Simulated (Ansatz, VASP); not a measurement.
B2SbI3: VASP beside Ansatz

```
CELL_PARAMETERS angstrom
7.04019 0.00000 0.00000
-3.52010 6.09699 0.00000
0.00000 0.00000 3.41960
ATOMIC_POSITIONS crystal
B 0.66667 0.33333 0.00000
B 0.33333 0.66667 0.00000
Sb 0.00000 0.00000 0.00000
I 0.00000 0.50000 0.50000
I 0.50000 0.50000 0.50000
I 0.50000 0.00000 0.50000
```

Change from the starting cell: species swapped into the LaGa2Rh3 type (P6/mmm, No. 191).

Alike in both runs: functional PBE; k mesh 6 × 6 × 8; occupations gaussian, width 0.1 eV; no spin polarisation.

Ansatz relaxed the structure, and its values are those at the end. VASP's run is a single point on that final structure, the one shown.

```csv
,VASP,Ansatz
version,VASP 6.6.1,Ansatz 0.2.0
potentials or method,"VASP PAW PBE potentials, release 64 (B, Sb, I), cutoff 520 eV","scalar-relativistic, plane waves, PAW"
valence electrons in the cell,32,72
```

```tsv
	VASP	Ansatz	Ansatz less VASP
gap on the k mesh at the Fermi level (eV)	none	none	-
pressure (GPa)	-0.1	0.0	+0.08
```

A gap of «none» marks a metal or a gap that the smearing closes. The functional is the same, so the differences come from potentials, cutoffs and numerics. VASP's potentials hold 32 valence electrons a cell and Ansatz's 72, so a difference there can come from the potentials and not from the codes.

Neither program's run includes spin-orbit coupling.
